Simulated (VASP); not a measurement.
# Pb (P6_3/mmc) in VASP: a series of runs

The runs below take Pb through single point, relaxation of cell and atoms, with PBE.

All numbers are computed with VASP 6.6.1; they aren't measurements. Logs are shortened: lines on timing, memory, paths and dates and some standing lists are left out, and cuts for length are marked.

## 1. The cell of the first run

It takes space group P6_3/mmc (No. 194, hexagonal). Conventional cell: a = 3.413 Å, b = 3.413 Å, c = 5.743 Å, α = 90.00°, β = 90.00°, γ = 120.00°. Pb (site symmetry -6m2) has 12 Pb at 3.41 to 3.48 Å within 4.5 Å.

## 2. Single point, PBE

INCAR reads:

```
SYSTEM = Pb
PREC = Accurate ; ENCUT = 520
EDIFF = 1E-7 ; ISMEAR = -1
SIGMA = 0.1 ; LREAL = .FALSE.
LASPH = .TRUE. ; NELM = 80
ALGO = Normal ; ISIF = 2
LWAVE = .FALSE. ; LCHARG = .FALSE.
GGA = PE ; NBANDS = 21
```

KPOINTS reads:

```
Automatic mesh
0
G
  13 13 7
  0 0 0
```

POSCAR reads:

```
Pb
1.0
    3.4125307712      0.0000000000      0.0000000000
   -1.7062653856      2.9553383391      0.0000000000
    0.0000000000      0.0000000000      5.7427726747
Pb
2
Direct
    0.3333333333      0.6666666667      0.2500000000
    0.6666666667      0.3333333333      0.7500000000
```

Potentials or basis: VASP PAW PBE potentials, release 64 (Pb_d).

Command:

```
$ cat potpaw_PBE.64/Pb_d/POTCAR > POTCAR
$ mpirun -np 1 vasp_std > vasp.out
```

OUTCAR:

```text
SYSTEM = Pb
   PREC = Accurate
   ENCUT = 520
   EDIFF = 1E-7
   ISMEAR = -1
   LREAL = .FALSE.
   LASPH = .TRUE.
   NELM = 80
   ISIF = 2
   GGA = PE

 ion  position               nearest neighbor table
   1  0.333  0.667  0.250-   2 3.48   2 3.48   2 3.48   2 3.48   2 3.48   2 3.48
   2  0.667  0.333  0.750-   1 3.48   1 3.48   1 3.48   1 3.48   1 3.48   1 3.48

  LATTYP: Found a hexagonal cell.
 ALAT       =     3.4125307712
 C/A-ratio  =     1.6828486129

  Lattice vectors:

 A1 = (   3.4125307712,   0.0000000000,   0.0000000000)
 A2 = (  -1.7062653856,   2.9553383391,   0.0000000000)
 A3 = (   0.0000000000,   0.0000000000,   5.7427726747)

Analysis of symmetry for initial positions (statically):
=====================================================================
 Subroutine PRICEL returns:
 Original cell was already a primitive cell.

 Routine SETGRP: Setting up the symmetry group for a
 hexagonal supercell.

 Subroutine GETGRP returns: Found 24 space group operations
 (whereof 12 operations were pure point group operations)
 out of a pool of 24 trial point group operations.

The static configuration has the point symmetry D_3d.
 The point group associated with its full space group is D_6h.

Analysis of symmetry for dynamics (positions and initial velocities):
=====================================================================
 Subroutine PRICEL returns:
 Original cell was already a primitive cell.

 Routine SETGRP: Setting up the symmetry group for a
 hexagonal supercell.

 Subroutine GETGRP returns: Found 24 space group operations
 (whereof 12 operations were pure point group operations)
 out of a pool of 24 trial point group operations.

The dynamic configuration has the point symmetry D_3d.
 The point group associated with its full space group is D_6h.

 Subroutine INISYM returns: Found 24 space group operations
 (whereof 12 operations are pure point group operations),
 and found     1 'primitive' translations

----------------------------------------------------------------------------------------

                                     Primitive cell

  volume of cell :      57.9169

  direct lattice vectors                    reciprocal lattice vectors
     3.412530771  0.000000000  0.000000000     0.293037651  0.169185366  0.000000000
    -1.706265386  2.955338339  0.000000000     0.000000000  0.338370733  0.000000000
     0.000000000  0.000000000  5.742772675     0.000000000  0.000000000  0.174131914

  length of vectors
     3.412530771  3.412530771  5.742772675     0.338370733  0.338370733  0.174131914

  position of ions in fractional coordinates (direct lattice)
     0.333333333  0.666666667  0.250000000
     0.666666667  0.333333333  0.750000000

  ion indices of the primitive-cell ions
   primitive index   ion index
                 1           1
                 2           2

----------------------------------------------------------------------------------------

 KPOINTS: Automatic mesh

Automatic generation of k-mesh.
 Grid dimensions read from file:
 generate k-points for:   13   13    7

 Generating k-lattice:

  Cartesian coordinates                     Fractional coordinates (reciprocal lattice)
     0.022541358  0.013014259  0.000000000     0.076923077  0.000000000  0.000000000
     0.000000000  0.026028518  0.000000000     0.000000000  0.076923077  0.000000000
     0.000000000  0.000000000  0.024875988     0.000000000  0.000000000  0.142857143

  Length of vectors
     0.026028518  0.026028518  0.024875988

  Shift w.r.t. Gamma in fractional coordinates (k-lattice)
     0.000000000  0.000000000  0.000000000

 Subroutine IBZKPT returns following result:
 ===========================================

 Found     84 irreducible k-points:

 Following reciprocal coordinates:
            Coordinates               Weight
  0.000000  0.000000  0.000000      1.000000
  0.076923 -0.000000  0.000000      6.000000
  0.153846  0.000000  0.000000      6.000000
  0.230769 -0.000000  0.000000      6.000000
  0.307692  0.000000  0.000000      6.000000
  0.384615  0.000000  0.000000      6.000000
[... 16 lines left out ...]
  0.076923 -0.000000  0.142857     12.000000
  0.153846  0.000000  0.142857     12.000000
 [... further k-points ...]
   k-points           NKPTS =     84   k-points in BZ     NKDIM =     84   number of bands    NBANDS=     21
   number of dos      NEDOS =    301   number of ions     NIONS =      2
   total plane-waves  NPLWV =  37632
   dimension x,y,z NGX =    28 NGY =   28 NGZ =   48
   dimension x,y,z NGXF=    56 NGYF=   56 NGZF=   96
   ions per type =               2
   NGX,Y,Z   is equivalent  to a cutoff of  13.64, 13.64, 13.90 a.u.
   NGXF,Y,Z  is equivalent  to a cutoff of  27.28, 27.28, 27.79 a.u.
 SYSTEM =  Pb
   PREC   = accura    normal or accurate (medium, high low for compatibility)
   ISTART =      0    job   : 0-new  1-cont  2-samecut
   ICHARG =      2    charge: 1-file 2-atom 10-const
   ISPIN  =      1    spin polarized calculation?
   LNONCOLLINEAR =      F non collinear calculations
   LSORBIT =      F    spin-orbit coupling
   LASPH  =      T    aspherical Exc in radial PAW
   ENCUT  =  520.0 eV  38.22 Ry    6.18 a.u.   6.35  6.35 10.68*2*pi/ulx,y,z
   NELM   =     80;   NELMIN=  2; NELMDL= -5     # of ELM steps
   EDIFF  = 0.1E-06   stopping-criterion for ELM
   LREAL  =      F    real-space projection
   EDIFFG = 0.1E-05   stopping-criterion for IOM
   NSW    =      0    number of steps for IOM
   IBRION =     -1    ionic relax: 0-MD 1-quasi-New 2-CG
   NFREE  =      0    steps in history (QN), initial steepest desc. (CG)
   ISIF   =      2    stress and relaxation
   ISYM   =      2    0-nonsym 1-usesym 2-fastsym
   POTIM  = 0.5000    time-step for ionic-motion
   TEBEG  =    0.0;   TEEND  =   0.0 temperature during run
   PSTRESS=    0.0 pullay stress
   NELECT =      28.0000    total number of electrons
   NUPDOWN=      -1.0000    fix difference up-down
   EMIN   =  10.00;   EMAX   =-10.00  energy-range for DOS
   EFERMI =   0.00;   METHOD = LEGACY
   ISMEAR =    -1;   SIGMA  =   0.10  broadening in eV -4-tet -1-fermi 0-gaus
   EFERMI_NEDOS =   21; number of points for ismear=-14 and -15
   IALGO  =     38    algorithm
   IMIX   =      4    mixing-type and parameters
     AMIX     =   0.40;   BMIX     =  1.00
     AMIX_MAG =   1.60;   BMIX_MAG =  1.00
  volume/ion in A,a.u.               =      28.96       195.42
  Fermi-wavevector in a.u.,A,eV,Ry     =   1.284870  2.428051 22.461719  1.650890
  Thomas-Fermi vector in A             =   2.417038
   LORBIT       =      0    0 simple, 1 ext, 2 COOP (PROOUT), +10 PAW based schemes
   GGA     = PE    functional components
[... 5 lines left out ...]
 non-spin polarized calculation
  energy-cutoff  :      520.00
  volume of cell :       57.92
 maximum number of plane-waves:      1577
 NGX is ok and might be reduce to    28
   NGX = 13   NGY = 13   NGZ = 21

 number of electron      28.0000005 magnetization

 Free energy of the ion-electron system (eV)
  ---------------------------------------------------
  ext. energy  EPLUGINS =         0.00000000
  ---------------------------------------------------
  free energy    TOTEN  =        -7.02996608 eV

  energy without entropy =       -6.99589175  energy(sigma->0) =       -7.01292891

 E-fermi :   7.7771     XC(G=0): -10.4092

 val. band max:        7.7438908726   @ k =   0.4615   0.0000   0.1429
 cond. band min:       7.8425328388   @ k =   0.3077   0.0000   0.2857
 fundamental gap:      0.0986419662
 Fermi energy:         7.7770759364

 k-point     1 :       0.0000    0.0000    0.0000
  band No.  band energies     occupation
      1      -9.3501      2.00000
      2      -9.3249      2.00000
      3      -9.2944      2.00000
      4      -9.2944      2.00000
      5      -9.2725      2.00000
      6      -9.2725      2.00000
[... 13 lines left out ...]
     20      17.1819      0.00000
     21      19.5537      0.00000

 k-point     2 :       0.0769   -0.0000    0.0000
  band No.  band energies     occupation
      1      -9.3449      2.00000
      2      -9.3243      2.00000
      3      -9.2862      2.00000
      4      -9.2771      2.00000
      5      -9.2699      2.00000
      6      -9.2558      2.00000
[... 13 lines left out ...]
     20      17.8716      0.00000
     21      18.9104      0.00000

 k-point     3 :       0.1538    0.0000    0.0000
  band No.  band energies     occupation
      1      -9.3648      2.00000
      2      -9.2991      2.00000
      3      -9.2840      2.00000
      4      -9.2329      2.00000
      5      -9.2288      2.00000
      6      -9.2115      2.00000
[... 13 lines left out ...]
     20      17.7851      0.00000
     21      18.6653      0.00000

 k-point     4 :       0.2308   -0.0000    0.0000
  band No.  band energies     occupation
      1      -9.4010      2.00000
      2      -9.3042      2.00000
      3      -9.2508      2.00000
      4      -9.2485      2.00000
      5      -9.2200      2.00000
      6      -9.1674      2.00000
[... 13 lines left out ...]
     20      17.2502      0.00000
     21      18.3758      0.00000

 k-point     5 :       0.3077    0.0000    0.0000
  band No.  band energies     occupation
      1      -9.4385      2.00000
      2      -9.3240      2.00000
      3      -9.2959      2.00000
      4      -9.2409      2.00000
      5      -9.2015      2.00000
      6      -9.1336      2.00000
[... 13 lines left out ...]
     20      16.8912      0.00000
     21      18.5305      0.00000
[... 382 lines left out ...]
     20      21.5446      0.00000
     21      21.5685      0.00000

 k-point    22 :       0.0000    0.0000    0.1429
  band No.  band energies     occupation
      1      -9.3476      2.00000
      2      -9.3247      2.00000
      3      -9.2988      2.00000
      4      -9.2988      2.00000
      5      -9.2764      2.00000
      6      -9.2764      2.00000
[... 13 lines left out ...]
     20      17.2221      0.00000
     21      19.3605      0.00000

 k-point    23 :       0.0769   -0.0000    0.1429
  band No.  band energies     occupation
      1      -9.3431      2.00000
      2      -9.3223      2.00000
      3      -9.2940      2.00000
      4      -9.2824      2.00000
      5      -9.2741      2.00000
      6      -9.2598      2.00000
[... 13 lines left out ...]
     20      17.7799      0.00000
     21      19.1660      0.00000

 k-point    24 :       0.1538    0.0000    0.1429
  band No.  band energies     occupation
      1      -9.3621      2.00000
      2      -9.2990      2.00000
      3      -9.2937      2.00000
      4      -9.2488      2.00000
      5      -9.2398      2.00000
      6      -9.2132      2.00000
[... 13 lines left out ...]
     20      17.9206      0.00000
     21      18.0289      0.00000

 [... further k-points ...]
[... 5 lines left out ...]
  --------------------------------------------------------------------------------------
  -------------------------------------------------------------------------------------
  Total        1.7453395      1.7453395      1.7464562      0.0000000      0.0000000     -0.0000000
  in kB       48.2819835     48.2819835     48.3128746      0.0000000      0.0000000     -0.0000000
  external PRESSURE =      48.2922805 kB  Pullay stress =       0.0000000 kB

 VOLUME and BASIS-vectors are now :
 -----------------------------------------------------------------------------
  energy-cutoff  :      520.00
  volume of cell :       57.92
      direct lattice vectors                 reciprocal lattice vectors
     3.412530771  0.000000000  0.000000000     0.293037651  0.169185366  0.000000000
    -1.706265386  2.955338339  0.000000000     0.000000000  0.338370733  0.000000000
     0.000000000  0.000000000  5.742772675     0.000000000  0.000000000  0.174131914

 POSITION                                       TOTAL-FORCE (eV/Angst)
 -----------------------------------------------------------------------------------
     -0.00000      1.97023      1.43569         0.000000      0.000000      0.000000
      1.70627      0.98511      4.30708        -0.000000      0.000000      0.000000
 -----------------------------------------------------------------------------------
    total drift:                               -0.000000      0.000000      0.000000

  FREE ENERGIE OF THE ION-ELECTRON SYSTEM (eV)
  ---------------------------------------------------
  free  energy   TOTEN  =        -7.0299660810 eV

  energy  without entropy=       -6.9958917460  energy(sigma->0) =       -7.01292891
```

It took 32 s on 1 thread of Intel Xeon 6975P-C (Granite Rapids), shared host; peak memory 0.23 GiB.

What came out:

```
Free energy            : -7.0300 eV
Pressure               : 4.8 GPa
Band gap on the k mesh : zero (band 14 reaches 14.00 eV, above the bottom of band 15 at 6.23 eV)
```

Levels at points of the mesh, in eV from the Fermi level:
| k point | band 10 | band 11 | band 12 | band 13 | band 14 | band 15 | band 16 | band 17 | band 18 | band 19 |
| --- | --- | --- | --- | --- | --- | --- | --- | --- | --- | --- |
| (0.00, 0.00, 0.00) | -16.79 | -12.05 | -8.42 | -4.47 | 6.22 | 6.22 | 7.34 | 8.00 | 8.00 | 9.40 |

Caveat: spin-orbit coupling is left out, which moves the levels of the heavy elements.

## 3. Single point, PBE

INCAR reads:

```
PREC = Accurate
ENCUT = 520
EDIFF = 1E-7
ISMEAR = -1
SIGMA = 0.1
LREAL = False
LASPH = True
NELM = 80
ALGO = Normal
ISIF = 2
LWAVE = False
LCHARG = False
GGA = PE
NBANDS = 21
```

KPOINTS reads:

```
Automatic mesh
0
Gamma
  13 13 7
```

POSCAR is that of step 2.

Potentials or basis: VASP PAW PBE potentials, release 64 (Pb_d).

Command:

```
$ cat potpaw_PBE.64/Pb_d/POTCAR > POTCAR
$ mpirun -np 1 vasp_std > vasp.out
```

It took 32 s on 1 thread of Intel Xeon 6975P-C (Granite Rapids), shared host; peak memory 0.23 GiB.

It converged, with:

```yaml
Free_energy: -7.0300 eV
Pressure: 4.8 GPa
Band_gap_on_the_k_mesh: zero (band 14 reaches 14.00 eV, above the bottom of band 15 at 6.23 eV)
```

Levels at points of the mesh, in eV from the Fermi level:
```csv
k point,band 11,band 12,band 13,band 14,band 15,band 16,band 17,band 18
"(0.00, 0.00, 0.00)",-12.05,-8.42,-4.47,6.22,6.22,7.34,8.00,8.00
```

Caveat: spin-orbit coupling is left out, which moves the levels of the heavy elements.

## 4. Relaxation of cell and atoms, PBE, target pressure 4.9 GPa, at which the enthalpy is minimised

This run uses another cell than the first one, of 29.04 Å³/atom, 1.003 times its volume.

INCAR reads:

```
SYSTEM = Pb
PREC = Accurate ; ENCUT = 600
EDIFF = 1E-6 ; ISMEAR = -1
SIGMA = 0.1 ; LREAL = .FALSE.
LASPH = .TRUE. ; NELM = 60
ALGO = Normal ; ISIF = 3
LWAVE = .FALSE. ; LCHARG = .FALSE.
GGA = PE ; IBRION = 2
NSW = 60 ; EDIFFG = -0.005
PSTRESS = 49.0
```

KPOINTS reads:

```
regular mesh
0
G
  13 13 7
  0 0 0
```

POSCAR reads:

```
Pb
1.0
    3.4592854958      0.0000000000      0.0000000000
   -1.7296427479      2.9958291183      0.0000000000
    0.0000000000      0.0000000000      5.6040425032
Pb
2
Direct
    0.3333333333      0.6666666667      0.2500000000
    0.6666666667      0.3333333333      0.7500000000
```

Command:

```
$ cat potpaw_PBE.64/Pb_d/POTCAR > POTCAR
$ mpirun -np 1 vasp_std > vasp.out
```

Wall time 4.4 min (1 thread of Intel Xeon Platinum 8259CL at 2.50GHz (Skylake/Cascade Lake), shared host); peak memory 0.25 GiB.

It converged, with:

- Free energy: -7.0300 eV
- Relaxed volume: 28.96 Å³/atom
- Relaxed cell: a = 3.413 Å, b = 3.413 Å, c = 5.741 Å, α = 90.00°, β = 90.00°, γ = 120.00°
- Space group after relaxing (to 0.05 Å): P6_3/mmc (No. 194)
- Energy change on relaxing (the enthalpy is what falls): -0.7 meV/atom
- Ionic steps: 7
- Pressure after relaxing: 4.9 GPa
- Band gap on the k mesh: zero (band 14 reaches 13.99 eV, above the bottom of band 15 at 6.22 eV)

Step by step:
```tsv
step	energy change (eV)	largest force (eV/Å)	pressure (GPa)	volume (Å³)
1	0.0000	0.0000	4.61	58.08
2	0.0113	0.0000	5.12	57.64
3	0.0218	0.0000	5.54	57.27
4	0.0187	0.0000	5.53	57.33
5	0.0115	0.0000	5.33	57.51
6	0.0028	0.0000	5.05	57.78
7	-0.0015	0.0000	4.90	57.92
```

Final structure:
```
CELL_PARAMETERS angstrom
3.41319 0.00000 0.00000
-1.70659 2.95591 0.00000
0.00000 0.00000 5.74067
ATOMIC_POSITIONS crystal
Pb 0.33333 0.66667 0.25000
Pb 0.66667 0.33333 0.75000
```

Levels at points of the mesh, in eV from the Fermi level:
```
           k point  band 12  band 13  band 14  band 15  band 16  band 17
(0.00, 0.00, 0.00)    -8.41    -4.46     6.22     6.22     7.35     8.00
```

Caveat: the cell is relaxed towards a set pressure, so the enthalpy falls and the energy may rise; spin-orbit coupling is left out, which moves the levels of the heavy elements.
